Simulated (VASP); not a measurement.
Write the native input for VASP 6.6.1 that does the following.

```
Task                   : relaxation of cell and atoms
Functional             : PBE
Potentials or basis    : VASP PAW PBE potentials, release 64 (Ti_sv)
Cutoff                 : 600 eV
k mesh                 : 18 × 18 × 10
Occupations            : gaussian, width 0.1 eV
Spin                   : no spin polarisation
Dipole correction      : no
Further INCAR settings : ALGO = Fast; EDIFF = 1e-06; IBRION = 2; EDIFFG = -0.002; NSW = 100; ISIF = 3
```

The structure of Ti lies in POSCAR:

```
Ti
1.0
    2.9357319200      0.0000000000      0.0000000000
   -1.4678659600      2.5424184200      0.0000000000
    0.0000000000      0.0000000000      4.6408561500
Ti
2
Direct
    0.3333333300      0.6666666700      0.2500000000
    0.6666666700      0.3333333300      0.7500000000
```

One way to write it, as run:

INCAR

```
SYSTEM = Ti
PREC = Accurate
ENCUT = 600
EDIFF = 1E-6
ISMEAR = 0
SIGMA = 0.1
LREAL = .False.
LASPH = .True.
NELM = 80
ALGO = Fast
ISIF = 3
LWAVE = .False.
LCHARG = .False.
GGA = PE
IBRION = 2
NSW = 100
EDIFFG = -0.002
```

KPOINTS

```
regular mesh
0
Gamma
  18 18 10
  0 0 0
```

Potentials or basis: VASP PAW PBE potentials, release 64 (Ti_sv).

The run is started by

```console
$ cat potpaw_PBE.64/Ti_sv/POTCAR > POTCAR
$ mpirun -np 1 vasp_std > vasp.out
```

It gave:

| Quantity | Value |
| --- | --- |
| Relaxed volume | 17.35 Å³/atom |
| Relaxed cell | a = 2.937 Å, b = 2.937 Å, c = 4.646 Å, α = 90.00°, β = 90.00°, γ = 120.00° |
| Space group after relaxing (to 0.05 Å) | P6_3/mmc (No. 194) |
| Energy gained by relaxing | 0.0 meV/atom |
| Ionic steps | 15 |
| Pressure after relaxing | 0.0 GPa |
| Band gap on the k mesh | zero (band 12 reaches 9.12 eV, above the bottom of band 13 at 8.02 eV) |

It took 9.1 min on 1 thread of AMD EPYC 9R45 96-Core Processor (Zen 5) (shared host), peak memory 0.24 GiB.
